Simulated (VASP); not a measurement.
# MgO (pbe) (Fm-3m) in VASP: notebook

Runs on MgO (pbe). Level: PBE. Tasks: single point, relaxation of cell and atoms.

All numbers are computed with VASP 6.6.1; they aren't measurements. Logs are shortened: lines on timing, memory, paths and dates and some standing lists are left out, and cuts for length are marked.

**1. The cell of the first run**

It takes space group Fm-3m (No. 225, cubic). The conventional cell has a = 4.254 Å, b = 4.254 Å, c = 4.254 Å, α = 90.00°, β = 90.00°, γ = 90.00°. Mg (site symmetry m-3m) has 6 O at 2.13 Å within 2.8 Å. Within 2.8 Å of O (site symmetry m-3m) lie 6 Mg at 2.13 Å.

**2. Single point, PBE**

INCAR reads:

```
SYSTEM = MgO
  ALGO = Normal
  EDIFF = 1E-6
  ENCUT = 600
  GGA = PE
  GGA_COMPAT = .FALSE.
  ISIF = 2
  ISMEAR = 0
  LASPH = .TRUE.
  LCHARG = .FALSE.
  LREAL = .FALSE.
  LWAVE = .FALSE.
  NBANDS = 11
  NELM = 120
  PREC = Accurate
  SIGMA = 0.01
```

KPOINTS reads:

```
k-points
0
G
  8 8 8
  0 0 0
```

POSCAR reads:

```
MgO
1.0
    0.0000000000      2.1272076416      2.1272076416
    2.1272076416      0.0000000000      2.1272076416
    2.1272076416      2.1272076416      0.0000000000
Mg O
1 1
Direct
    0.0000000000      0.0000000000      0.0000000000
    0.5000000000      0.5000000000      0.5000000000
```

Potentials or basis: VASP PAW PBE potentials, release 64 (Mg, O).

The run is started by

```bash
$ cat potpaw_PBE.64/Mg/POTCAR potpaw_PBE.64/O/POTCAR > POTCAR
$ mpirun -np 1 vasp_std > vasp.out
```

OUTCAR:

```text
SYSTEM = MgO
   EDIFF = 1E-6
   ENCUT = 600
   GGA = PE
   ISIF = 2
   ISMEAR = 0
   LASPH = .TRUE.
   LREAL = .FALSE.
   NELM = 120
   PREC = Accurate

 ion  position               nearest neighbor table
   1  0.000  0.000  0.000-   2 2.13   2 2.13   2 2.13   2 2.13   2 2.13   2 2.13
   2  0.500  0.500  0.500-   1 2.13   1 2.13   1 2.13   1 2.13   1 2.13   1 2.13

  LATTYP: Found a face centered cubic cell.
 ALAT       =     4.2544152832

  Lattice vectors:

 A1 = (   0.0000000000,   2.1272076416,   2.1272076416)
 A2 = (   2.1272076416,   0.0000000000,   2.1272076416)
 A3 = (   2.1272076416,   2.1272076416,   0.0000000000)

Analysis of symmetry for initial positions (statically):
=====================================================================
 Subroutine PRICEL returns:
 Original cell was already a primitive cell.

 Routine SETGRP: Setting up the symmetry group for a
 face centered cubic supercell.

 Subroutine GETGRP returns: Found 48 space group operations
 (whereof 48 operations were pure point group operations)
 out of a pool of 48 trial point group operations.

The static configuration has the point symmetry O_h .

Analysis of symmetry for dynamics (positions and initial velocities):
=====================================================================
 Subroutine PRICEL returns:
 Original cell was already a primitive cell.

 Routine SETGRP: Setting up the symmetry group for a
 face centered cubic supercell.

 Subroutine GETGRP returns: Found 48 space group operations
 (whereof 48 operations were pure point group operations)
 out of a pool of 48 trial point group operations.

The dynamic configuration has the point symmetry O_h .

 Subroutine INISYM returns: Found 48 space group operations
 (whereof 48 operations are pure point group operations),
 and found     1 'primitive' translations

----------------------------------------------------------------------------------------

                                     Primitive cell

  volume of cell :      19.2513

  direct lattice vectors                    reciprocal lattice vectors
     0.000000000  2.127207642  2.127207642    -0.235049927  0.235049927  0.235049927
     2.127207642  0.000000000  2.127207642     0.235049927 -0.235049927  0.235049927
     2.127207642  2.127207642  0.000000000     0.235049927  0.235049927 -0.235049927

  length of vectors
     3.008325897  3.008325897  3.008325897     0.407118415  0.407118415  0.407118415

  position of ions in fractional coordinates (direct lattice)
     0.000000000  0.000000000  0.000000000
     0.500000000  0.500000000  0.500000000

  ion indices of the primitive-cell ions
   primitive index   ion index
                 1           1
                 2           2

----------------------------------------------------------------------------------------

 KPOINTS: k-points

Automatic generation of k-mesh.
 Grid dimensions read from file:
 generate k-points for:    8    8    8

 Generating k-lattice:

  Cartesian coordinates                     Fractional coordinates (reciprocal lattice)
    -0.029381241  0.029381241  0.029381241     0.125000000  0.000000000  0.000000000
     0.029381241 -0.029381241  0.029381241     0.000000000  0.125000000  0.000000000
     0.029381241  0.029381241 -0.029381241     0.000000000  0.000000000  0.125000000

  Length of vectors
     0.050889802  0.050889802  0.050889802

  Shift w.r.t. Gamma in fractional coordinates (k-lattice)
     0.000000000  0.000000000  0.000000000

 Subroutine IBZKPT returns following result:
 ===========================================

 Found     29 irreducible k-points:

 Following reciprocal coordinates:
            Coordinates               Weight
  0.000000  0.000000  0.000000      1.000000
  0.125000  0.000000  0.000000      8.000000
  0.250000  0.000000  0.000000      8.000000
  0.375000  0.000000  0.000000      8.000000
  0.500000  0.000000  0.000000      4.000000
  0.125000  0.125000  0.000000      6.000000
[... 16 lines left out ...]
  0.500000  0.250000  0.125000     48.000000
 -0.375000  0.250000  0.125000     24.000000
 [... further k-points ...]
   k-points           NKPTS =     29   k-points in BZ     NKDIM =     29   number of bands    NBANDS=     11
   number of dos      NEDOS =    301   number of ions     NIONS =      2
   total plane-waves  NPLWV =  13824
   dimension x,y,z NGX =    24 NGY =   24 NGZ =   24
   dimension x,y,z NGXF=    48 NGYF=   48 NGZF=   48
   ions per type =               1   1
   NGX,Y,Z   is equivalent  to a cutoff of  13.26, 13.26, 13.26 a.u.
   NGXF,Y,Z  is equivalent  to a cutoff of  26.53, 26.53, 26.53 a.u.
 SYSTEM =  MgO
   PREC   = accura    normal or accurate (medium, high low for compatibility)
   ISTART =      0    job   : 0-new  1-cont  2-samecut
   ICHARG =      2    charge: 1-file 2-atom 10-const
   ISPIN  =      1    spin polarized calculation?
   LNONCOLLINEAR =      F non collinear calculations
   LSORBIT =      F    spin-orbit coupling
   LASPH  =      T    aspherical Exc in radial PAW
   ENCUT  =  600.0 eV  44.10 Ry    6.64 a.u.   6.01  6.01  6.01*2*pi/ulx,y,z
   NELM   =    120;   NELMIN=  2; NELMDL= -5     # of ELM steps
   EDIFF  = 0.1E-05   stopping-criterion for ELM
   LREAL  =      F    real-space projection
   EDIFFG = 0.1E-04   stopping-criterion for IOM
   NSW    =      0    number of steps for IOM
   IBRION =     -1    ionic relax: 0-MD 1-quasi-New 2-CG
   NFREE  =      0    steps in history (QN), initial steepest desc. (CG)
   ISIF   =      2    stress and relaxation
   ISYM   =      2    0-nonsym 1-usesym 2-fastsym
   POTIM  = 0.5000    time-step for ionic-motion
   TEBEG  =    0.0;   TEEND  =   0.0 temperature during run
   PSTRESS=    0.0 pullay stress
   NELECT =       8.0000    total number of electrons
   NUPDOWN=      -1.0000    fix difference up-down
   EMIN   =  10.00;   EMAX   =-10.00  energy-range for DOS
   EFERMI =   0.00;   METHOD = LEGACY
   ISMEAR =     0;   SIGMA  =   0.01  broadening in eV -4-tet -1-fermi 0-gaus
   EFERMI_NEDOS =   21; number of points for ismear=-14 and -15
   IALGO  =     38    algorithm
   IMIX   =      4    mixing-type and parameters
     AMIX     =   0.40;   BMIX     =  1.00
     AMIX_MAG =   1.60;   BMIX_MAG =  1.00
  volume/ion in A,a.u.               =       9.63        64.96
  Fermi-wavevector in a.u.,A,eV,Ry     =   1.221664  2.308609 20.306175  1.492462
  Thomas-Fermi vector in A             =   2.356838
   LORBIT       =      0    0 simple, 1 ext, 2 COOP (PROOUT), +10 PAW based schemes
   GGA     = PE    functional components
   LHFCALC =     F    Hartree Fock is set to
   AEXX    =    0.0000 exact exchange contribution
   IVDW    =     0    specifies the selected vdW correction
   LEPSILON=     F    determine dielectric tensor
   LRPA    =     F    only Hartree local field effects (RPA)
 non-spin polarized calculation
 Gauss-broadening in eV      SIGMA  =   0.01
  energy-cutoff  :      600.00
  volume of cell :       19.25
 maximum number of plane-waves:       660
   NGX = 13   NGY = 13   NGZ = 13

 number of electron       8.0000004 magnetization

 Free energy of the ion-electron system (eV)
  ---------------------------------------------------
  ext. energy  EPLUGINS =         0.00000000
  ---------------------------------------------------
  free energy    TOTEN  =       -11.91487950 eV

  energy without entropy =      -11.91487950  energy(sigma->0) =      -11.91487950

 E-fermi :   3.0596     XC(G=0): -10.9373

 val. band max:        2.9634962834   @ k =   0.0000   0.0000   0.0000
 cond. band min:       7.4041390875   @ k =   0.0000   0.0000   0.0000
 fundamental gap:      4.4406428041
 Fermi energy:         3.0596473887

 k-point     1 :       0.0000    0.0000    0.0000
  band No.  band energies     occupation
      1     -14.1481      2.00000
      2       2.9635      2.00000
      3       2.9635      2.00000
      4       2.9635      2.00000
      5       7.4041      0.00000
      6      18.5948      0.00000
      7      18.5948      0.00000
      8      18.5948      0.00000
      9      22.4312      0.00000
     10      24.1731      0.00000
     11      24.1731      0.00000

 k-point     2 :       0.1250    0.0000    0.0000
  band No.  band energies     occupation
      1     -13.9934      2.00000
      2       2.0200      2.00000
      3       2.8659      2.00000
      4       2.8659      2.00000
      5       8.3221      0.00000
      6      16.9243      0.00000
      7      18.9354      0.00000
      8      18.9354      0.00000
      9      23.1549      0.00000
     10      23.1549      0.00000
     11      24.4870      0.00000

 k-point     3 :       0.2500    0.0000    0.0000
  band No.  band energies     occupation
      1     -13.5927      2.00000
      2       0.3610      2.00000
      3       2.6404      2.00000
      4       2.6404      2.00000
      5       9.7805      0.00000
      6      15.3472      0.00000
      7      19.3687      0.00000
      8      19.3687      0.00000
      9      22.7699      0.00000
     10      22.7699      0.00000
     11      24.4638      0.00000

 k-point     4 :       0.3750    0.0000    0.0000
  band No.  band energies     occupation
      1     -13.1432      2.00000
      2      -0.9959      2.00000
      3       2.4281      2.00000
      4       2.4281      2.00000
      5      10.5483      0.00000
      6      15.0535      0.00000
      7      19.1471      0.00000
      8      19.1471      0.00000
      9      23.7001      0.00000
     10      24.0670      0.00000
     11      24.0670      0.00000

 k-point     5 :       0.5000    0.0000    0.0000
  band No.  band energies     occupation
      1     -12.9388      2.00000
      2      -1.5228      2.00000
      3       2.3435      2.00000
      4       2.3435      2.00000
      5      10.6722      0.00000
      6      15.2290      0.00000
      7      18.9680      0.00000
      8      18.9680      0.00000
      9      23.4076      0.00000
     10      25.0869      0.00000
     11      25.0869      0.00000
[... 211 lines left out ...]
 k-point    21 :       0.5000    0.5000    0.0000
  band No.  band energies     occupation
      1     -12.6911      2.00000
      2      -0.9983      2.00000
      3       1.6571      2.00000
      4       1.6571      2.00000
      5      12.0473      0.00000
      6      12.6111      0.00000
      7      15.7457      0.00000
      8      21.4820      0.00000
      9      21.4820      0.00000
     10      27.6956      0.00000
     11      29.4154      0.00000

 k-point    22 :       0.3750    0.2500    0.1250
  band No.  band energies     occupation
      1     -13.3056      2.00000
      2       0.0183      2.00000
      3       1.8524      2.00000
      4       2.3756      2.00000
      5      11.1589      0.00000
      6      14.3257      0.00000
      7      17.7095      0.00000
      8      20.1597      0.00000
      9      20.7962      0.00000
     10      25.0506      0.00000
     11      28.2789      0.00000

 k-point    23 :       0.5000    0.2500    0.1250
  band No.  band energies     occupation
      1     -12.9519      2.00000
      2      -0.6421      2.00000
      3       1.2963      2.00000
      4       2.1324      2.00000
      5      12.2042      0.00000
      6      14.4075      0.00000
      7      16.5556      0.00000
      8      19.7435      0.00000
      9      22.3205      0.00000
     10      24.9821      0.00000
     11      28.4947      0.00000

 k-point    24 :      -0.3750    0.2500    0.1250
  band No.  band energies     occupation
      1     -12.7953      2.00000
      2      -0.9206      2.00000
      3       1.0954      2.00000
      4       2.0167      2.00000
      5      12.4244      0.00000
      6      14.8703      0.00000
      7      16.1412      0.00000
      8      19.4971      0.00000
      9      23.1384      0.00000
     10      24.6406      0.00000
     11      28.6456      0.00000

 [... further k-points ...]
[... 5 lines left out ...]
  --------------------------------------------------------------------------------------
  -------------------------------------------------------------------------------------
  Total       -0.1314861     -0.1314861     -0.1314861      0.0000000      0.0000000      0.0000000
  in kB      -10.9428552    -10.9428552    -10.9428552      0.0000000      0.0000000      0.0000000
  external PRESSURE =     -10.9428552 kB  Pullay stress =       0.0000000 kB

 VOLUME and BASIS-vectors are now :
 -----------------------------------------------------------------------------
  energy-cutoff  :      600.00
  volume of cell :       19.25
      direct lattice vectors                 reciprocal lattice vectors
     0.000000000  2.127207642  2.127207642    -0.235049927  0.235049927  0.235049927
     2.127207642  0.000000000  2.127207642     0.235049927 -0.235049927  0.235049927
     2.127207642  2.127207642  0.000000000     0.235049927  0.235049927 -0.235049927

 POSITION                                       TOTAL-FORCE (eV/Angst)
 -----------------------------------------------------------------------------------
      0.00000      0.00000      0.00000         0.000000      0.000000      0.000000
      2.12721      2.12721      2.12721         0.000000      0.000000     -0.000000
 -----------------------------------------------------------------------------------
    total drift:                               -0.000000     -0.000000      0.000000

  FREE ENERGIE OF THE ION-ELECTRON SYSTEM (eV)
  ---------------------------------------------------
  free  energy   TOTEN  =       -11.9148795005 eV

  energy  without entropy=      -11.9148795005  energy(sigma->0) =      -11.91487950
```

Run time: 7.1 s. Hardware: 1 thread of Intel Xeon 6975P-C, shared host; peak memory 0.14 GiB.

What came out:

```yaml
Free_energy: -11.9149 eV
Pressure: -1.1 GPa
Band_gap_on_the_k_mesh: 4.44 eV, direct
```

Levels at points of the mesh, in eV from the valence-band top:
| k point | band 2 | band 3 | band 4 | band 5 | band 6 | band 7 |
| --- | --- | --- | --- | --- | --- | --- |
| (0.00, 0.00, 0.00) | 0.00 | 0.00 | 0.00 | 4.44 | 15.63 | 15.63 |
| (0.50, 0.00, 0.00) | -4.49 | -0.62 | -0.62 | 7.71 | 12.27 | 16.00 |
| (0.50, 0.50, 0.00) | -3.96 | -1.31 | -1.31 | 9.08 | 9.65 | 12.78 |

[end of part 1 of 2]
